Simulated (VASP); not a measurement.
A run of VASP 6.6.1:

File INCAR:

```
SYSTEM = NiO
ALGO = Normal
EDIFF = 1E-7
ENCUT = 520
GGA = PE
ISIF = 2
ISMEAR = -1
ISPIN = 2
LASPH = .True.
LCHARG = .False.
LMAXMIX = 4
LORBIT = 11
LREAL = .False.
LWAVE = .False.
MAGMOM = 0 2
NBANDS = 19
NELM = 150
PREC = Accurate
SIGMA = 0.03
```

KPOINTS

```
k-points
0
Gamma
  10 10 10
  0 0 0
```

POSCAR

```
NiO
1.0
    0.0000000000      2.0893000000      2.0893000000
    2.0893000000      0.0000000000      2.0893000000
    2.0893000000      2.0893000000      0.0000000000
O Ni
1 1
Direct
    0.5000000000      0.5000000000      0.5000000000
    0.0000000000      0.0000000000      0.0000000000
```

Potentials or basis: VASP PAW PBE potentials, release 64 (O, Ni).

Run with:

```bash
$ cat potpaw_PBE.64/O/POTCAR potpaw_PBE.64/Ni/POTCAR > POTCAR
$ mpirun -np 1 vasp_std > vasp.out
```

Hardware: 1 thread of AMD EPYC 7R13, with other jobs on the host.

Problem. How long does it take, and how much memory?

Solution. Wall time 2.1 min on 1 thread of AMD EPYC 7R13 (shared host), peak memory 0.14 GiB. Counts: scf iterations 20, k points 47.
